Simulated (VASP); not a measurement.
Input of a VASP 6.6.1 run:

File INCAR:

```
SYSTEM = H2CSO
PREC = Accurate ; ENCUT = 520
EDIFF = 1E-7 ; ISMEAR = -1
SIGMA = 0.05 ; LREAL = Auto
LASPH = .TRUE. ; NELM = 80
ALGO = Normal ; ISIF = 2
LWAVE = .FALSE. ; LCHARG = .FALSE.
GGA = PE ; IBRION = 2
NSW = 35 ; EDIFFG = -0.3
```

KPOINTS

```
Automatic mesh
0
G
  1 1 1
  0 0 0
```

The input POSCAR:

```
H2CSO
1.0
    8.7850300000      0.0000000000      0.0000000000
    0.0000000000      8.7850300000      0.0000000000
    0.0000000000      0.0000000000      8.7850300000
H O C S
12 6 6 6
Direct
    0.4535562000      0.8952734000      0.7681537000
    0.3834891000      0.9090543000      0.8122200000
    0.9014288000      0.0294541000      0.1926364000
    0.9012321000      0.0269511000      0.1087623000
    0.3711801000      0.5951234000      0.0311088000
    0.2909289000      0.5837620000      0.0093874000
    0.8588824000      0.0295908000      0.5335644000
    0.9029124000      0.0997884000      0.5467858000
    0.6547685000      0.8011501000      0.4438489000
    0.6237697000      0.8312971000      0.3719365000
    0.3192639000      0.8926528000      0.1926451000
    0.2712816000      0.9519607000      0.2275940000
    1.0821312000      0.6523810000      0.6645601000
    0.4546249000      0.1133079000      0.2292647000
    0.7369787000      0.4738324000      0.0717616000
    0.0784921000     -0.0269251000      0.8903580000
    0.7879420000      0.4075596000      0.4973664000
    0.3186140000      0.7242446000      0.5005621000
    0.9645798000      0.7106227000      0.6927222000
    0.4235139000      0.1563553000      0.3524822000
    0.8623622000      0.4339264000      0.0980298000
    0.1677010000      0.0731107000      0.8841840000
    0.8671873000      0.3602872000      0.5947781000
    0.4091488000      0.6408562000      0.4471452000
    0.8084798000      0.7879634000      0.7301196000
    0.3822007000      0.2135192000      0.5161064000
    1.0288626000      0.3809340000      0.1329120000
    0.2861642000      0.2059513000      0.8759853000
    0.9724194000      0.2975127000      0.7241340000
    0.5293725000      0.5301223000      0.3762112000
```

Potentials or basis: VASP PAW PBE potentials, release 64 (H, O, C, S).

Launch:

```sh
$ cat potpaw_PBE.64/H/POTCAR potpaw_PBE.64/O/POTCAR potpaw_PBE.64/C/POTCAR potpaw_PBE.64/S/POTCAR > POTCAR
$ mpirun -np 1 vasp_gam > vasp.out
```

Question: Predict the energy gained by relaxing.

Answer: 29.9 meV/atom.

Forces in eV/Å, atoms in the order of the input:
```
H    0.210 -0.052 -0.182
H   -0.109 -0.085  0.160
H   -0.027  0.009  0.218
H   -0.020 -0.050 -0.178
H    0.168  0.014  0.023
H   -0.158  0.005 -0.088
H   -0.090 -0.113 -0.075
H    0.142  0.098 -0.011
H    0.081 -0.013  0.117
H   -0.036  0.128 -0.181
H    0.091 -0.080 -0.103
H   -0.127  0.063  0.068
O   -0.009  0.104  0.039
O    0.051  0.056  0.091
O   -0.106 -0.006 -0.042
O   -0.029 -0.024 -0.007
O    0.107 -0.004 -0.058
O    0.118  0.114  0.007
C    0.058  0.128  0.001
C   -0.046 -0.155  0.119
C   -0.053  0.036  0.070
C    0.057 -0.069  0.029
C   -0.125 -0.086  0.163
C   -0.089 -0.133 -0.101
S   -0.129 -0.086  0.106
S    0.022 -0.141 -0.184
S    0.085  0.049  0.092
S    0.119  0.128  0.087
S   -0.097 -0.088 -0.187
S   -0.059  0.252  0.007
```

Caveat: the k points lie up to 0.72 Å⁻¹ apart; the relaxation stopped at a loose force limit of 0.3 eV/Å, so its end isn't a converged minimum.
